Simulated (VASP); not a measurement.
Here is a VASP 6.6.1 calculation.

Contents of INCAR:

```
SYSTEM = TiCo
PREC     = Accurate       ! precision mode
ENCUT    = 520            ! plane-wave cutoff, eV
EDIFF    = 1E-7           ! SCF threshold, eV
ISMEAR   = -1             ! smearing method
SIGMA    = 0.05           ! smearing width, eV
LREAL    = .FALSE.        ! projectors in reciprocal space
LASPH    = .TRUE.         ! aspherical terms in the spheres
NELM     = 150            ! most SCF steps
ALGO     = Fast           ! electronic algorithm
ISIF     = 2              ! what is computed and relaxed
LWAVE    = .FALSE.        ! write WAVECAR
LCHARG   = .FALSE.        ! write CHGCAR
ISPIN    = 2              ! spin polarisation
MAGMOM   = 2 1            ! initial moments
LORBIT   = 11             ! projections on sites
LMAXMIX  = 4              ! l up to which the mixer works
NBANDS   = 22             ! bands
```

KPOINTS

```
Automatic mesh
0
G
  9 9 9
  0 0 0
```

Contents of POSCAR:

```
TiCo
1.0
    2.9251528449      0.0000000000      0.0000000000
    0.0000000000      2.9251528449      0.0000000000
    0.0000000000      0.0000000000      2.9251528449
Co Ti
1 1
Direct
    0.5000000000      0.5000000000      0.5000000000
    0.0000000000      0.0000000000      0.0000000000
```

Potentials or basis: VASP PAW LDA potentials, release 64 (Co, Ti_sv).

Launch:

```console
$ cat potpaw_LDA.64/Co/POTCAR potpaw_LDA.64/Ti_sv/POTCAR > POTCAR
$ mpirun -np 1 vasp_std > vasp.out
```

Problem. Predict the site moments.

Solution. Co +0.39; Ti +0.01 μB.

Problem. Estimate the pressure.

Solution. -4.7 GPa.

Problem. What does it give for the net moment?

Solution. 0.39 μB per cell.
